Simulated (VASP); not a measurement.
# AlCo (zincblende type): relaxation of cell and atoms with PBE

Crystal: AlCo (zincblende type).

```xyz
2
Lattice="0.0000 2.4649 2.4649 2.4649 0.0000 2.4649 2.4649 2.4649 0.0000" Properties=species:S:1:pos:R:3 pbc="T T T"
Co    0.0000    0.0000    0.0000
Al    1.2325    1.2325    1.2325
```

| Quantity | Value |
| --- | --- |
| Program | VASP 6.6.1 |
| Task | relaxation of cell and atoms |
| Functional | PBE |
| Potentials or basis | VASP PAW PBE potentials, release 64 (Co, Al) |
| Cutoff | 600 eV |
| k mesh | 12 × 12 × 12 |
| Occupations | fermi-dirac, width 0.1 eV |
| Spin | no spin polarisation |
| Target pressure | 10 GPa |
| Dipole correction | no |
| Further INCAR settings | ALGO = Normal; EDIFF = 1e-06; IBRION = 2; EDIFFG = -0.005; NSW = 60; ISIF = 3 |

```
Relaxed volume                                         : 16.79 Å³/atom
Relaxed cell                                           : a = 3.622 Å, b = 3.622 Å, c = 3.622 Å, α = 60.00°, β = 60.00°, γ = 60.00°
Space group after relaxing (to 0.05 Å)                 : F-43m (No. 216)
Energy change on relaxing (the enthalpy is what falls) : -191.3 meV/atom
Ionic steps                                            : 10
Pressure after relaxing                                : 10.0 GPa
Band gap on the k mesh                                 : zero (band 6 reaches 5.55 eV, above the bottom of band 7 at 5.46 eV)
```

The path:
| step | energy change (eV) | largest force (eV/Å) | pressure (GPa) | volume (Å³) |
| --- | --- | --- | --- | --- |
| 1 | 0.0000 | 0.0000 | 24.68 | 29.95 |
| 2 | -0.4923 | 0.0000 | 3.21 | 36.30 |
| 3 | -0.3875 | 0.0000 | 9.69 | 33.67 |
| 4 | -0.3819 | 0.0000 | 10.27 | 33.58 |
| 5 | -0.3820 | 0.0000 | 10.23 | 33.58 |
| 6 | -0.3825 | 0.0000 | 10.25 | 33.59 |
| 7 | -0.3825 | 0.0000 | 10.14 | 33.59 |
| 8 | -0.3826 | 0.0000 | 10.14 | 33.59 |
| 9 | -0.3826 | 0.0000 | 10.09 | 33.59 |
| 10 | -0.3826 | 0.0000 | 10.00 | 33.59 |

Final structure:
```xyz
2
Lattice="0.0000 2.5609 2.5609 2.5609 0.0000 2.5609 2.5609 2.5609 0.0000" Properties=species:S:1:pos:R:3 pbc="T T T"
Co    0.0000    0.0000    0.0000
Al    1.2804    1.2804    1.2804
```

Levels at points of the mesh, in eV from the Fermi level:
```csv
k point,band 3,band 4,band 5,band 6,band 7,band 8,band 9,band 10
"(0.00, 0.00, 0.00)",-1.37,-1.37,-0.56,-0.56,8.18,8.18,8.18,9.14
"(0.50, 0.00, 0.00)",-1.24,-1.24,-0.38,-0.38,-0.03,5.88,5.88,9.36
"(0.50, 0.50, 0.00)",-1.03,-0.53,-0.53,-0.21,0.37,2.54,2.54,6.40
```

Wall time 65 s on 1 thread of AMD EPYC 9R45 96-Core Processor (Zen 5) (shared host), peak memory 0.15 GiB.

Caveat: the cell is relaxed towards a set pressure, so the enthalpy falls and the energy may rise. Spin polarisation is off, so any magnetic state and its effect on volume and gap are missing.
